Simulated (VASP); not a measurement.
# CsMg2Br2 (P6/mmm) in VASP: notebook

The runs below take CsMg2Br2 through single point, relaxation of cell and atoms, with PBE.

Everything below comes from runs of VASP 6.6.1. Logs are shortened: lines on timing, memory, paths and dates and some standing lists are left out, and cuts for length are marked.

## 1. The cell of the first run

Symmetry: P6/mmm, No. 191, hexagonal system. The conventional cell has a = 5.934 Å, b = 5.934 Å, c = 5.221 Å, α = 90.00°, β = 90.00°, γ = 120.00°. Cs (site symmetry 6/mmm) has 6 Mg at 3.43 Å and 12 Br at 4.31 Å within 4.5 Å. Mg (site symmetry -6m2) has 2 Br at 2.61 Å within 3.4 Å. Br (site symmetry -6m2) has 2 Mg at 2.61 Å within 3.4 Å.

## 2. Single point, PBE

The input, INCAR:

```
SYSTEM = CsMg2Br2
PREC = Accurate
ENCUT = 520
EDIFF = 1E-6
ISMEAR = 0
SIGMA = 0.1
LREAL = .False.
LASPH = .True.
NELM = 80
ALGO = Normal
ISIF = 2
LWAVE = .False.
LCHARG = .False.
GGA = PE
NBANDS = 22
```

The input, KPOINTS:

```
regular mesh
0
Gamma
  3 3 4
  0 0 0
```

The input, POSCAR:

```
CsMg2Br2
1.0
    5.9343773400      0.0000000000      0.0000000000
   -2.9671886700      5.1393215400      0.0000000000
    0.0000000000      0.0000000000      5.2210592400
Cs Mg Br
1 2 2
Direct
    0.0000000000      0.0000000000      0.5000000000
    0.3333333300      0.6666666700      0.5000000000
    0.6666666700      0.3333333300      0.5000000000
    0.3333333300      0.6666666700      0.0000000000
    0.6666666700      0.3333333300      0.0000000000
```

Potentials or basis: VASP PAW PBE potentials, release 64 (Cs_sv, Mg, Br).

The run is started by

```sh
$ cat potpaw_PBE.64/Cs_sv/POTCAR potpaw_PBE.64/Mg/POTCAR potpaw_PBE.64/Br/POTCAR > POTCAR
$ mpirun -np 1 vasp_std > vasp.out
```

OUTCAR:

```text
SYSTEM = CsMg2Br2
   PREC = Accurate
   ENCUT = 520
   EDIFF = 1E-6
   ISMEAR = 0
   LREAL = .False.
   LASPH = .True.
   NELM = 80
   ISIF = 2
   GGA = PE

 ion  position               nearest neighbor table
   1  0.000  0.000  0.500-
   2  0.333  0.667  0.500-   4 2.61   4 2.61   3 3.43   3 3.43   3 3.43
   3  0.667  0.333  0.500-   5 2.61   5 2.61   2 3.43   2 3.43   2 3.43
   4  0.333  0.667  0.000-   2 2.61   2 2.61
   5  0.667  0.333  0.000-   3 2.61   3 2.61

  LATTYP: Found a hexagonal cell.
 ALAT       =     5.9343773400
 C/A-ratio  =     0.8797989984

  Lattice vectors:

 A1 = (   5.9343773400,   0.0000000000,   0.0000000000)
 A2 = (  -2.9671886700,   5.1393215400,   0.0000000000)
 A3 = (   0.0000000000,   0.0000000000,   5.2210592400)

Analysis of symmetry for initial positions (statically):
=====================================================================
 Subroutine PRICEL returns:
 Original cell was already a primitive cell.

 Routine SETGRP: Setting up the symmetry group for a
 hexagonal supercell.

 Subroutine GETGRP returns: Found 24 space group operations
 (whereof 24 operations were pure point group operations)
 out of a pool of 24 trial point group operations.

The static configuration has the point symmetry D_6h.

Analysis of symmetry for dynamics (positions and initial velocities):
=====================================================================
 Subroutine PRICEL returns:
 Original cell was already a primitive cell.

 Routine SETGRP: Setting up the symmetry group for a
 hexagonal supercell.

 Subroutine GETGRP returns: Found 24 space group operations
 (whereof 24 operations were pure point group operations)
 out of a pool of 24 trial point group operations.

The dynamic configuration has the point symmetry D_6h.

 Subroutine INISYM returns: Found 24 space group operations
 (whereof 24 operations are pure point group operations),
 and found     1 'primitive' translations

----------------------------------------------------------------------------------------

                                     Primitive cell

  volume of cell :     159.2354

  direct lattice vectors                    reciprocal lattice vectors
     5.934377340  0.000000000  0.000000000     0.168509676  0.097289106  0.000000000
    -2.967188670  5.139321540  0.000000000     0.000000000  0.194578213  0.000000000
     0.000000000  0.000000000  5.221059240     0.000000000  0.000000000  0.191532016
[... 74 lines left out ...]
   EDIFF  = 0.1E-05   stopping-criterion for ELM
   LREAL  =      F    real-space projection
   EDIFFG = 0.1E-04   stopping-criterion for IOM
   NSW    =      0    number of steps for IOM
   IBRION =     -1    ionic relax: 0-MD 1-quasi-New 2-CG
   NFREE  =      0    steps in history (QN), initial steepest desc. (CG)
   ISIF   =      2    stress and relaxation
   ISYM   =      2    0-nonsym 1-usesym 2-fastsym
   POTIM  = 0.5000    time-step for ionic-motion
   TEBEG  =    0.0;   TEEND  =   0.0 temperature during run
   PSTRESS=    0.0 pullay stress
   NELECT =      27.0000    total number of electrons
   NUPDOWN=      -1.0000    fix difference up-down
   EMIN   =  10.00;   EMAX   =-10.00  energy-range for DOS
   EFERMI =   0.00;   METHOD = LEGACY
   ISMEAR =     0;   SIGMA  =   0.10  broadening in eV -4-tet -1-fermi 0-gaus
   EFERMI_NEDOS =   21; number of points for ismear=-14 and -15
   IALGO  =     38    algorithm
   IMIX   =      4    mixing-type and parameters
     AMIX     =   0.40;   BMIX     =  1.00
     AMIX_MAG =   1.60;   BMIX_MAG =  1.00
  volume/ion in A,a.u.               =      31.85       214.91
  Fermi-wavevector in a.u.,A,eV,Ry     =   0.906114  1.712307 11.170965  0.821043
  Thomas-Fermi vector in A             =   2.029763
   LORBIT       =      0    0 simple, 1 ext, 2 COOP (PROOUT), +10 PAW based schemes
   GGA     = PE    functional components
   LHFCALC =     F    Hartree Fock is set to
   AEXX    =    0.0000 exact exchange contribution
   IVDW    =     0    specifies the selected vdW correction
   LEPSILON=     F    determine dielectric tensor
   LRPA    =     F    only Hartree local field effects (RPA)
 non-spin polarized calculation
 Gauss-broadening in eV      SIGMA  =   0.10
  energy-cutoff  :      520.00
  volume of cell :      159.24
 maximum number of plane-waves:      4323
 NGX is ok and might be reduce to    48
   NGX = 23   NGY = 23   NGZ = 19

 number of electron      26.9999999 magnetization

 Free energy of the ion-electron system (eV)
  ---------------------------------------------------
  ext. energy  EPLUGINS =         0.00000000
  ---------------------------------------------------
  free energy    TOTEN  =        -8.87070370 eV

  energy without entropy =       -8.85226476  energy(sigma->0) =       -8.86148423

 E-fermi :   2.5640     XC(G=0):  -8.0877

 val. band max:        2.3979103011   @ k =   0.3333   0.3333   0.2500
 cond. band min:       2.5931177288   @ k =   0.3333  -0.0000   0.2500
 fundamental gap:      0.1952074277
 Fermi energy:         2.5640459379

 k-point     1 :       0.0000    0.0000    0.0000
  band No.  band energies     occupation
      1     -20.3041      2.00000
      2     -13.2760      2.00000
      3     -12.6270      2.00000
      4      -7.3188      2.00000
      5      -7.3188      2.00000
      6      -7.0557      2.00000
[... 214 lines left out ...]
     21       7.6686      0.00000
     22       8.2500      0.00000

------------------------ aborting loop because EDIFF is reached ----------------------------------------

  FORCE on cell =-STRESS in cart. coord.  units (eV):
  Direction    XX          YY          ZZ          XY          YZ          ZX
  --------------------------------------------------------------------------------------
  -------------------------------------------------------------------------------------
  Total        5.8547812      5.8547812      3.3578569      0.0000000     -0.0000000      0.0000000
  in kB       58.9090043     58.9090045     33.7857213      0.0000000     -0.0000000      0.0000000
  external PRESSURE =      50.5345767 kB  Pullay stress =       0.0000000 kB

 VOLUME and BASIS-vectors are now :
 -----------------------------------------------------------------------------
  energy-cutoff  :      520.00
  volume of cell :      159.24
      direct lattice vectors                 reciprocal lattice vectors
     5.934377340  0.000000000  0.000000000     0.168509676  0.097289106  0.000000000
    -2.967188670  5.139321540  0.000000000     0.000000000  0.194578213  0.000000000
     0.000000000  0.000000000  5.221059240     0.000000000  0.000000000  0.191532016

 POSITION                                       TOTAL-FORCE (eV/Angst)
 -----------------------------------------------------------------------------------
      0.00000      0.00000      2.61053         0.000000      0.000000     -0.000000
     -0.00000      3.42621      2.61053         0.000000     -0.000000      0.000000
      2.96719      1.71311      2.61053         0.000000      0.000000     -0.000000
     -0.00000      3.42621      0.00000        -0.000000      0.000000      0.000000
      2.96719      1.71311      0.00000         0.000000      0.000000     -0.000000
 -----------------------------------------------------------------------------------
    total drift:                               -0.000000      0.000000     -0.000000

  FREE ENERGIE OF THE ION-ELECTRON SYSTEM (eV)
  ---------------------------------------------------
  free  energy   TOTEN  =        -8.8707037038 eV

  energy  without entropy=       -8.8522647562  energy(sigma->0) =       -8.86148423
```

OSZICAR:

```text
N       E                     dE             d eps       ncg     rms          rms(c)
DAV:   1     0.159768747074E+03    0.15977E+03   -0.10308E+04   396   0.980E+02
DAV:   2     0.775983341694E+01   -0.15201E+03   -0.14696E+03   520   0.168E+02
DAV:   3    -0.897493890972E+01   -0.16735E+02   -0.16600E+02   498   0.616E+01
DAV:   4    -0.921393106932E+01   -0.23899E+00   -0.23879E+00   478   0.858E+00
DAV:   5    -0.921590946764E+01   -0.19784E-02   -0.19783E-02   498   0.799E-01    0.780E+00
DAV:   6    -0.891308239845E+01    0.30283E+00   -0.43856E-01   482   0.256E+00    0.441E+00
DAV:   7    -0.887040959153E+01    0.42673E-01   -0.31104E-01   502   0.209E+00    0.685E-01
DAV:   8    -0.886961599594E+01    0.79360E-03   -0.35138E-02   432   0.754E-01    0.297E-01
DAV:   9    -0.887063306423E+01   -0.10171E-02   -0.72532E-03   436   0.461E-01    0.178E-01
DAV:  10    -0.887057575675E+01    0.57307E-04   -0.36252E-04   456   0.822E-02    0.106E-01
DAV:  11    -0.887071292936E+01   -0.13717E-03   -0.46296E-04   422   0.105E-01    0.551E-02
DAV:  12    -0.887070257833E+01    0.10351E-04   -0.48478E-05   450   0.317E-02    0.307E-02
DAV:  13    -0.887070320970E+01   -0.63137E-06   -0.18143E-05   432   0.191E-02    0.537E-03
DAV:  14    -0.887070370376E+01   -0.49406E-06   -0.89800E-07   322   0.472E-03
   1 F= -.88707037E+01 E0= -.88614842E+01  d E =-.184389E-01
```

Wall time 30 s (1 thread of Intel Xeon 6975P-C (Granite Rapids), shared host); peak memory 0.3 GiB.

What came out:

```yaml
Free_energy: -8.8707 eV
Pressure: 5.1 GPa
```

Stress tensor (GPa, compression positive):
```
5.89 0.00 0.00
0.00 5.89 0.00
0.00 0.00 3.38
```

Caveat: the k points lie up to 0.41 Å⁻¹ apart; spin-orbit coupling is left out, which moves the levels of the heavy elements; an odd number of electrons without spin polarisation forces a metal; a magnetic or distorted state may lie lower.

## 3. Single point, PBE

This run uses another cell than the first one, of 44.10 Å³/atom, 1.385 times its volume.

The input, INCAR:

```
SYSTEM = CsMg2Br2
PREC     = Accurate       ! precision mode
ENCUT    = 520            ! plane-wave cutoff, eV
EDIFF    = 1E-6           ! SCF threshold, eV
ISMEAR   = 0              ! smearing method
SIGMA    = 0.1            ! smearing width, eV
LREAL    = .False.        ! projectors in reciprocal space
LASPH    = .True.         ! aspherical terms in the spheres
NELM     = 60             ! most SCF steps
ALGO     = Normal         ! electronic algorithm
ISIF     = 2              ! what is computed and relaxed
LWAVE    = .False.        ! write WAVECAR
LCHARG   = .False.        ! write CHGCAR
GGA      = PE             ! functional
NBANDS   = 22             ! bands
```

KPOINTS is that of step 2.

The input, POSCAR:

```
CsMg2Br2
1.0
    6.8583730697      0.0000000000      0.0000000000
   -3.4291865349      5.9395253070      0.0000000000
    0.0000000000      0.0000000000      5.4130918301
Cs Mg Br
1 2 2
Direct
    0.0000000000      0.0000000000      0.5000000000
    0.3333333333      0.6666666667      0.5000000000
    0.6666666667      0.3333333333      0.5000000000
    0.3333333333      0.6666666667      0.0000000000
    0.6666666667      0.3333333333      0.0000000000
```

Potentials or basis: VASP PAW PBE potentials, release 64 (Cs_sv, Mg, Br).

The run is started by

```sh
$ cat potpaw_PBE.64/Cs_sv/POTCAR potpaw_PBE.64/Mg/POTCAR potpaw_PBE.64/Br/POTCAR > POTCAR
$ mpirun -np 1 vasp_std > vasp.out
```

OUTCAR:

```text
SYSTEM = CsMg2Br2
   PREC = Accurate
   ENCUT = 520
   EDIFF = 1E-6
   ISMEAR = 0
   LREAL = .False.
   LASPH = .True.
   NELM = 60
   ISIF = 2
   GGA = PE

 ion  position               nearest neighbor table
   1  0.000  0.000  0.500-
   2  0.333  0.667  0.500-   4 2.71   4 2.71
   3  0.667  0.333  0.500-   5 2.71   5 2.71
   4  0.333  0.667  0.000-   2 2.71   2 2.71
   5  0.667  0.333  0.000-   3 2.71   3 2.71

  LATTYP: Found a hexagonal cell.
 ALAT       =     6.8583730697
 C/A-ratio  =     0.7892676259

  Lattice vectors:

 A1 = (   6.8583730697,   0.0000000000,   0.0000000000)
 A2 = (  -3.4291865349,   5.9395253070,   0.0000000000)
 A3 = (   0.0000000000,   0.0000000000,   5.4130918301)

Analysis of symmetry for initial positions (statically):
=====================================================================
 Subroutine PRICEL returns:
 Original cell was already a primitive cell.

 Routine SETGRP: Setting up the symmetry group for a
 hexagonal supercell.

 Subroutine GETGRP returns: Found 24 space group operations
 (whereof 24 operations were pure point group operations)
 out of a pool of 24 trial point group operations.

The static configuration has the point symmetry D_6h.

Analysis of symmetry for dynamics (positions and initial velocities):
=====================================================================
 Subroutine PRICEL returns:
 Original cell was already a primitive cell.

 Routine SETGRP: Setting up the symmetry group for a
 hexagonal supercell.

 Subroutine GETGRP returns: Found 24 space group operations
 (whereof 24 operations were pure point group operations)
 out of a pool of 24 trial point group operations.

The dynamic configuration has the point symmetry D_6h.

[... 104 lines left out ...]
   EFERMI_NEDOS =   21; number of points for ismear=-14 and -15
   IALGO  =     38    algorithm
   IMIX   =      4    mixing-type and parameters
     AMIX     =   0.40;   BMIX     =  1.00
     AMIX_MAG =   1.60;   BMIX_MAG =  1.00
  volume/ion in A,a.u.               =      44.10       297.61
  Fermi-wavevector in a.u.,A,eV,Ry     =   0.812937  1.536227  8.991627  0.660866
  Thomas-Fermi vector in A             =   1.922570
   LORBIT       =      0    0 simple, 1 ext, 2 COOP (PROOUT), +10 PAW based schemes
   GGA     = PE    functional components
   LHFCALC =     F    Hartree Fock is set to
   AEXX    =    0.0000 exact exchange contribution
   IVDW    =     0    specifies the selected vdW correction
   LEPSILON=     F    determine dielectric tensor
   LRPA    =     F    only Hartree local field effects (RPA)
 non-spin polarized calculation
 Gauss-broadening in eV      SIGMA  =   0.10
  energy-cutoff  :      520.00
  volume of cell :      220.50
 maximum number of plane-waves:      5960
 NGX is ok and might be reduce to    54
   NGX = 25   NGY = 25   NGZ = 21

 number of electron      27.0000002 magnetization

 Free energy of the ion-electron system (eV)
  ---------------------------------------------------
  ext. energy  EPLUGINS =         0.00000000
  ---------------------------------------------------
  free energy    TOTEN  =        -9.67188304 eV

  energy without entropy =       -9.64949213  energy(sigma->0) =       -9.66068759

 E-fermi :   1.0134     XC(G=0):  -6.8635

 val. band max:        1.0044863288   @ k =   0.3333  -0.0000   0.2500
 cond. band min:       1.3668761717   @ k =   0.3333   0.3333   0.2500
 fundamental gap:      0.3623898429
 Fermi energy:         1.0134464245

 k-point     1 :       0.0000    0.0000    0.0000
  band No.  band energies     occupation
      1     -22.0876      2.00000
      2     -14.3375      2.00000
      3     -14.1421      2.00000
      4      -8.9251      2.00000
      5      -8.9251      2.00000
      6      -8.8748      2.00000
[... 214 lines left out ...]
     21       5.3370      0.00000
     22       5.8901      0.00000

------------------------ aborting loop because EDIFF is reached ----------------------------------------

  FORCE on cell =-STRESS in cart. coord.  units (eV):
  Direction    XX          YY          ZZ          XY          YZ          ZX
  --------------------------------------------------------------------------------------
  -------------------------------------------------------------------------------------
  Total        0.0925844      0.0925844     -0.0360173     -0.0000000     -0.0000000      0.0000000
  in kB        0.6727138      0.6727138     -0.2616997     -0.0000000     -0.0000000      0.0000000
  external PRESSURE =       0.3612427 kB  Pullay stress =       0.0000000 kB

 VOLUME and BASIS-vectors are now :
 -----------------------------------------------------------------------------
  energy-cutoff  :      520.00
  volume of cell :      220.50
      direct lattice vectors                 reciprocal lattice vectors
     6.858373070  0.000000000  0.000000000     0.145807175  0.084181812  0.000000000
    -3.429186535  5.939525307  0.000000000     0.000000000  0.168363623  0.000000000
     0.000000000  0.000000000  5.413091830     0.000000000  0.000000000  0.184737306

 POSITION                                       TOTAL-FORCE (eV/Angst)
 -----------------------------------------------------------------------------------
      0.00000      0.00000      2.70655         0.000000      0.000000     -0.000000
     -0.00000      3.95968      2.70655         0.000000      0.000000     -0.000000
      3.42919      1.97984      2.70655         0.000000      0.000000     -0.000000
     -0.00000      3.95968      0.00000         0.000000     -0.000000      0.000000
      3.42919      1.97984      0.00000        -0.000000      0.000000     -0.000000
 -----------------------------------------------------------------------------------
    total drift:                               -0.000000      0.000000     -0.000000

  FREE ENERGIE OF THE ION-ELECTRON SYSTEM (eV)
  ---------------------------------------------------
  free  energy   TOTEN  =        -9.6718830431 eV

  energy  without entropy=       -9.6494921328  energy(sigma->0) =       -9.66068759
```

It took 43 s on 1 thread of Intel Xeon 6975P-C (Granite Rapids), shared host; peak memory 0.34 GiB.

Results:

```yaml
Free_energy: -9.6719 eV
Pressure: 0.0 GPa
```

Stress tensor (GPa, compression positive):
```
 0.07  0.00  0.00
 0.00  0.07  0.00
 0.00  0.00 -0.03
```

Levels at points of the mesh, in eV from the Fermi level:
| k point | band 11 | band 12 | band 13 | band 14 | band 15 | band 16 |
| --- | --- | --- | --- | --- | --- | --- |
| (0.00, 0.00, 0.00) | -2.78 | -2.78 | -2.45 | 0.65 | 1.23 | 1.23 |
| (0.00, 0.00, 0.50) | -2.76 | -2.76 | -0.25 | 0.38 | 0.38 | 2.40 |

Caveat: spin-orbit coupling is left out, which moves the levels of the heavy elements; an odd number of electrons without spin polarisation forces a metal; a magnetic or distorted state may lie lower.

[end of part 1 of 2]
